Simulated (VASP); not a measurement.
# HfSi3O8 (P3m1) in VASP: a series of runs

HfSi3O8 is run at these levels: PBE; tasks: single point, relaxation of cell and atoms.

All numbers are computed with VASP 6.6.1; they aren't measurements. Logs are shortened: lines on timing, memory, paths and dates and some standing lists are left out, and cuts for length are marked.

**1. The cell of the first run**

Symmetry: P3m1, No. 156, trigonal system. The conventional cell has a = 5.468 Å, b = 5.468 Å, c = 9.315 Å, α = 90.00°, β = 90.00°, γ = 120.00°. Within 2.5 Å of Hf (site symmetry 3m) lie 4 O at 1.90 to 1.97 Å. Within 2.2 Å of Si (site symmetry 3m) lie 4 O at 1.62 to 1.65 Å. Si (site symmetry 3m) has 4 O at 1.60 to 1.61 Å within 2.1 Å. Within 2.2 Å of Si (site symmetry 3m) lie 4 O at 1.62 to 1.66 Å. Within 2.1 Å of O (site symmetry m) lie 1 Si at 1.60 Å and 1 Hf at 1.90 Å. Within 2.2 Å of O (site symmetry m) lie 2 Si at 1.65 to 1.66 Å. Within 2.2 Å of O (site symmetry 3m) lie 1 Si at 1.62 Å and 1 Hf at 1.97 Å. Within 2.1 Å of O (site symmetry 3m) lie 2 Si at 1.61 to 1.62 Å.

**2. Single point, PBE**

INCAR reads:

```
SYSTEM = HfSi3O8
PREC = Accurate
ENCUT = 520
EDIFF = 1E-6
ISMEAR = 0
SIGMA = 0.02
LREAL = .FALSE.
LASPH = .TRUE.
NELM = 80
ALGO = Normal
ISIF = 2
LWAVE = .FALSE.
LCHARG = .FALSE.
GGA = PE
NBANDS = 47
```

KPOINTS reads:

```
regular mesh
0
G
  6 6 4
  0 0 0
```

POSCAR reads:

```
HfSi3O8
1.0
    5.4684765564      0.0000000000      0.0000000000
   -2.7342382782      4.7358396179      0.0000000000
    0.0000000000      0.0000000000      9.3148748263
Hf Si O
1 3 8
Direct
    0.6666666667      0.3333333333      0.9270553535
    0.3333333333      0.6666666667      0.4355635025
    0.3333333333      0.6666666667      0.0887139603
    0.6666666667      0.3333333333      0.5406769543
    0.0204051469      0.5102025734      0.0227229814
    0.4998355976      0.9996711952      0.4876683404
    0.4998355976      0.5001644024      0.4876683404
    0.4897974266      0.5102025734      0.0227229814
    0.6666666667      0.3333333333      0.7150812878
    0.3333333333      0.6666666667      0.2617349766
    0.0003288048      0.5001644024      0.4876683404
    0.4897974266      0.9795948531      0.0227229814
```

Potentials or basis: VASP PAW PBE potentials, release 64 (Hf_pv, Si, O).

Command:

```sh
cat potpaw_PBE.64/Hf_pv/POTCAR potpaw_PBE.64/Si/POTCAR potpaw_PBE.64/O/POTCAR > POTCAR
mpirun -np 1 vasp_std > vasp.out
```

OUTCAR:

```text
SYSTEM = HfSi3O8
   PREC = Accurate
   ENCUT = 520
   EDIFF = 1E-6
   ISMEAR = 0
   LREAL = .FALSE.
   LASPH = .TRUE.
   NELM = 80
   ISIF = 2
   GGA = PE

 ion  position               nearest neighbor table
   1  0.667  0.333  0.927-   5 1.90   8 1.90  12 1.90   9 1.97   3 3.50   3 3.50   3 3.50
   2  0.333  0.667  0.436-  10 1.62  11 1.65   6 1.65   7 1.65
   3  0.333  0.667  0.089-   5 1.60  12 1.60   8 1.60  10 1.61   1 3.50   1 3.50   1 3.50
   4  0.667  0.333  0.541-   9 1.62  11 1.66   6 1.66   7 1.66
   5  0.020  0.510  0.023-   3 1.60   1 1.90
   6  0.500  1.000  0.488-   2 1.65   4 1.66
   7  0.500  0.500  0.488-   2 1.65   4 1.66
   8  0.490  0.510  0.023-   3 1.60   1 1.90
   9  0.667  0.333  0.715-   4 1.62   1 1.97
  10  0.333  0.667  0.262-   3 1.61   2 1.62
  11  0.000  0.500  0.488-   2 1.65   4 1.66
  12  0.490  0.980  0.023-   3 1.60   1 1.90

  LATTYP: Found a hexagonal cell.
 ALAT       =     5.4684765564
 C/A-ratio  =     1.7033765675

  Lattice vectors:

 A1 = (   5.4684765564,   0.0000000000,   0.0000000000)
 A2 = (  -2.7342382782,   4.7358396179,   0.0000000000)
 A3 = (   0.0000000000,   0.0000000000,   9.3148748263)

Analysis of symmetry for initial positions (statically):
=====================================================================
 Subroutine PRICEL returns:
 Original cell was already a primitive cell.

 Routine SETGRP: Setting up the symmetry group for a
 hexagonal supercell.

 Subroutine GETGRP returns: Found  6 space group operations
 (whereof  6 operations were pure point group operations)
 out of a pool of 24 trial point group operations.

The static configuration has the point symmetry C_3v.

Analysis of symmetry for dynamics (positions and initial velocities):
=====================================================================
 Subroutine PRICEL returns:
 Original cell was already a primitive cell.

 Routine SETGRP: Setting up the symmetry group for a
 hexagonal supercell.

 Subroutine GETGRP returns: Found  6 space group operations
 (whereof  6 operations were pure point group operations)
 out of a pool of 24 trial point group operations.

The dynamic configuration has the point symmetry C_3v.

 Subroutine INISYM returns: Found  6 space group operations
 (whereof  6 operations are pure point group operations),
 and found     1 'primitive' translations

----------------------------------------------------------------------------------------

                                     Primitive cell

  volume of cell :     241.2350

  direct lattice vectors                    reciprocal lattice vectors
     5.468476556  0.000000000  0.000000000     0.182866286  0.105577900  0.000000000
    -2.734238278  4.735839618  0.000000000     0.000000000  0.211155799  0.000000000
     0.000000000  0.000000000  9.314874826     0.000000000  0.000000000  0.107355173

  length of vectors
     5.468476556  5.468476556  9.314874826     0.211155799  0.211155799  0.107355173

  position of ions in fractional coordinates (direct lattice)
     0.666666667  0.333333333  0.927055354
     0.333333333  0.666666667  0.435563503
     0.333333333  0.666666667  0.088713960
     0.666666667  0.333333333  0.540676954
     0.020405147  0.510202573  0.022722981
     0.499835598  0.999671195  0.487668340
     0.499835598  0.500164402  0.487668340
     0.489797427  0.510202573  0.022722981
     0.666666667  0.333333333  0.715081288
     0.333333333  0.666666667  0.261734977
     0.000328805  0.500164402  0.487668340
     0.489797427  0.979594853  0.022722981

  ion indices of the primitive-cell ions
   primitive index   ion index
                 1           1
                 2           2
                 3           3
                 4           4
                 5           5
                 6           6
                 7           7
                 8           8
                 9           9
                10          10
                11          11
                12          12

----------------------------------------------------------------------------------------

 KPOINTS: regular mesh

Automatic generation of k-mesh.
 Grid dimensions read from file:
 generate k-points for:    6    6    4

 Generating k-lattice:

  Cartesian coordinates                     Fractional coordinates (reciprocal lattice)
     0.030477714  0.017596317  0.000000000     0.166666667  0.000000000  0.000000000
     0.000000000  0.035192633  0.000000000     0.000000000  0.166666667  0.000000000
     0.000000000  0.000000000  0.026838793     0.000000000  0.000000000  0.250000000

  Length of vectors
     0.035192633  0.035192633  0.026838793

  Shift w.r.t. Gamma in fractional coordinates (k-lattice)
     0.000000000  0.000000000  0.000000000

 Subroutine IBZKPT returns following result:
 ===========================================

 Found     24 irreducible k-points:

 Following reciprocal coordinates:
            Coordinates               Weight
  0.000000  0.000000  0.000000      1.000000
  0.166667 -0.000000  0.000000      6.000000
  0.333333  0.000000  0.000000      6.000000
  0.500000 -0.000000  0.000000      3.000000
  0.166667  0.166667  0.000000      6.000000
  0.333333  0.166667  0.000000     12.000000
[... 16 lines left out ...]
  0.333333  0.166667  0.500000     12.000000
  0.333333  0.333333  0.500000      2.000000
   k-points           NKPTS =     24   k-points in BZ     NKDIM =     24   number of bands    NBANDS=     47
   number of dos      NEDOS =    301   number of ions     NIONS =     12
   total plane-waves  NPLWV = 123480
   dimension x,y,z NGX =    42 NGY =   42 NGZ =   70
   dimension x,y,z NGXF=    84 NGYF=   84 NGZF=  140
   ions per type =               1   3   8
   NGX,Y,Z   is equivalent  to a cutoff of  12.77, 12.77, 12.49 a.u.
   NGXF,Y,Z  is equivalent  to a cutoff of  25.54, 25.54, 24.99 a.u.
 SYSTEM =  HfSi3O8
   PREC   = accura    normal or accurate (medium, high low for compatibility)
   ISTART =      0    job   : 0-new  1-cont  2-samecut
   ICHARG =      2    charge: 1-file 2-atom 10-const
   ISPIN  =      1    spin polarized calculation?
   LNONCOLLINEAR =      F non collinear calculations
   LSORBIT =      F    spin-orbit coupling
   LASPH  =      T    aspherical Exc in radial PAW
   ENCUT  =  520.0 eV  38.22 Ry    6.18 a.u.  10.17 10.17 17.32*2*pi/ulx,y,z
   NELM   =     80;   NELMIN=  2; NELMDL= -5     # of ELM steps
   EDIFF  = 0.1E-05   stopping-criterion for ELM
   LREAL  =      F    real-space projection
   EDIFFG = 0.1E-04   stopping-criterion for IOM
   NSW    =      0    number of steps for IOM
   IBRION =     -1    ionic relax: 0-MD 1-quasi-New 2-CG
   NFREE  =      0    steps in history (QN), initial steepest desc. (CG)
   ISIF   =      2    stress and relaxation
   ISYM   =      2    0-nonsym 1-usesym 2-fastsym
   POTIM  = 0.5000    time-step for ionic-motion
   TEBEG  =    0.0;   TEEND  =   0.0 temperature during run
   PSTRESS=    0.0 pullay stress
   NELECT =      70.0000    total number of electrons
   NUPDOWN=      -1.0000    fix difference up-down
   EMIN   =  10.00;   EMAX   =-10.00  energy-range for DOS
   EFERMI =   0.00;   METHOD = LEGACY
   ISMEAR =     0;   SIGMA  =   0.02  broadening in eV -4-tet -1-fermi 0-gaus
   EFERMI_NEDOS =   21; number of points for ismear=-14 and -15
   IALGO  =     38    algorithm
   IMIX   =      4    mixing-type and parameters
     AMIX     =   0.40;   BMIX     =  1.00
     AMIX_MAG =   1.60;   BMIX_MAG =  1.00
  volume/ion in A,a.u.               =      20.10       135.66
  Fermi-wavevector in a.u.,A,eV,Ry     =   1.083829  2.048140 15.982561  1.174685
  Thomas-Fermi vector in A             =   2.219904
   LORBIT       =      0    0 simple, 1 ext, 2 COOP (PROOUT), +10 PAW based schemes
   GGA     = PE    functional components
   LHFCALC =     F    Hartree Fock is set to
   AEXX    =    0.0000 exact exchange contribution
   IVDW    =     0    specifies the selected vdW correction
   LEPSILON=     F    determine dielectric tensor
   LRPA    =     F    only Hartree local field effects (RPA)
 non-spin polarized calculation
 Gauss-broadening in eV      SIGMA  =   0.02
  energy-cutoff  :      520.00
  volume of cell :      241.24
 maximum number of plane-waves:      6522
 NGX is ok and might be reduce to    42
   NGX = 21   NGY = 21   NGZ = 35

 number of electron      69.9999970 magnetization

 Free energy of the ion-electron system (eV)
  ---------------------------------------------------
  ext. energy  EPLUGINS =         0.00000000
  ---------------------------------------------------
  free energy    TOTEN  =      -100.44390803 eV

  energy without entropy =     -100.44390803  energy(sigma->0) =     -100.44390803

 E-fermi :  -1.3695     XC(G=0):  -7.0634

 val. band max:       -1.4804800590   @ k =   0.0000   0.0000   0.0000
 cond. band min:       3.0006877739   @ k =   0.0000   0.0000   0.0000
 fundamental gap:      4.4811678329
 Fermi energy:        -1.3695121683

 k-point     1 :       0.0000    0.0000    0.0000
  band No.  band energies     occupation
      1     -30.3897      2.00000
      2     -30.3897      2.00000
      3     -30.2835      2.00000
      4     -20.5855      2.00000
      5     -19.7527      2.00000
      6     -18.9971      2.00000
[... 39 lines left out ...]
     46       7.4883      0.00000
     47       7.4883      0.00000

 k-point     2 :       0.1667   -0.0000    0.0000
  band No.  band energies     occupation
      1     -30.3906      2.00000
      2     -30.3898      2.00000
      3     -30.2833      2.00000
      4     -20.5282      2.00000
      5     -19.7438      2.00000
      6     -19.1501      2.00000
[... 1092 lines left out ...]
 k-point    24 :       0.3333    0.3333    0.5000
  band No.  band energies     occupation
      1     -30.3933      2.00000
      2     -30.3907      2.00000
      3     -30.2824      2.00000
      4     -20.1938      2.00000
      5     -19.8615      2.00000
      6     -19.4612      2.00000
[... 39 lines left out ...]
     46       7.0390      0.00000
     47       8.2177      0.00000

------------------------ aborting loop because EDIFF is reached ----------------------------------------

  FORCE on cell =-STRESS in cart. coord.  units (eV):
  Direction    XX          YY          ZZ          XY          YZ          ZX
  --------------------------------------------------------------------------------------
  -------------------------------------------------------------------------------------
  Total       -0.3588064     -0.3588064     -0.4274968      0.0000000      0.0000000     -0.0000000
  in kB       -2.3830349     -2.3830349     -2.8392462      0.0000000      0.0000000     -0.0000000
  external PRESSURE =      -2.5351054 kB  Pullay stress =       0.0000000 kB

 VOLUME and BASIS-vectors are now :
 -----------------------------------------------------------------------------
  energy-cutoff  :      520.00
  volume of cell :      241.24
      direct lattice vectors                 reciprocal lattice vectors
     5.468476556  0.000000000  0.000000000     0.182866286  0.105577900  0.000000000
    -2.734238278  4.735839618  0.000000000     0.000000000  0.211155799  0.000000000
     0.000000000  0.000000000  9.314874826     0.000000000  0.000000000  0.107355173

 POSITION                                       TOTAL-FORCE (eV/Angst)
 -----------------------------------------------------------------------------------
      2.73424      1.57861      8.63540         0.000000      0.000000      0.099031
     -0.00000      3.15723      4.05722         0.000000     -0.000000      0.003268
     -0.00000      3.15723      0.82636         0.000000     -0.000000      0.038086
      2.73424      1.57861      5.03634         0.000000      0.000000     -0.042633
     -1.28343      2.41624      0.21166        -0.160442     -0.092631     -0.097149
     -0.00000      4.73428      4.54257         0.000000      0.005172      0.002332
      1.36577      2.36870      4.54257         0.004479     -0.002586      0.002332
      1.28343      2.41624      0.21166         0.160442     -0.092631     -0.097149
      2.73424      1.57861      6.66089         0.000000     -0.000000      0.195110
     -0.00000      3.15723      2.43803         0.000000     -0.000000     -0.008410
     -1.36577      2.36870      4.54257        -0.004479     -0.002586      0.002332
      0.00000      4.63920      0.21166        -0.000000      0.185262     -0.097149
 -----------------------------------------------------------------------------------
    total drift:                               -0.000000      0.000001      0.004084

  FREE ENERGIE OF THE ION-ELECTRON SYSTEM (eV)
  ---------------------------------------------------
  free  energy   TOTEN  =      -100.4439080262 eV

  energy  without entropy=     -100.4439080262  energy(sigma->0) =     -100.44390803
```

Run time: 7.1 min. Hardware: 1 thread of Intel Xeon 8259CL, shared host; peak memory 0.49 GiB.

Results:

| Quantity | Value |
| --- | --- |
| Free energy | -100.4439 eV |
| Pressure | -0.3 GPa |
| Largest force | 0.209 eV/Å |
| Band gap on the k mesh | 4.48 eV |

Forces in eV/Å, atoms in the order of the input:
```
Hf   0.000  0.000  0.099
Si   0.000  0.000  0.003
Si   0.000  0.000  0.038
Si   0.000  0.000 -0.043
O   -0.160 -0.093 -0.097
O    0.000  0.005  0.002
O    0.004 -0.003  0.002
O    0.160 -0.093 -0.097
O    0.000  0.000  0.195
O    0.000  0.000 -0.008
O   -0.004 -0.003  0.002
O    0.000  0.185 -0.097
```

Levels at points of the mesh, in eV from the valence-band top:
| k point | band 31 | band 32 | band 33 | band 34 | band 35 | band 36 | band 37 | band 38 | band 39 | band 40 |
| --- | --- | --- | --- | --- | --- | --- | --- | --- | --- | --- |
| (0.00, 0.00, 0.00) | -0.92 | -0.35 | -0.20 | -0.20 | 0.00 | 4.48 | 5.84 | 6.29 | 6.29 | 7.19 |
| (0.50, 0.00, 0.00) | -1.15 | -1.13 | -0.79 | -0.63 | -0.18 | 5.95 | 6.14 | 6.55 | 6.74 | 7.02 |
| (0.00, 0.00, 0.50) | -0.57 | -0.41 | -0.41 | -0.35 | 0.00 | 4.86 | 5.24 | 6.29 | 6.29 | 7.11 |
| (0.50, 0.00, 0.50) | -1.13 | -1.04 | -0.95 | -0.51 | -0.30 | 5.99 | 6.10 | 6.61 | 6.76 | 7.10 |

Caveat: spin-orbit coupling is left out, which moves the levels of the heavy elements.

(Part 1 of 2 ends here.)
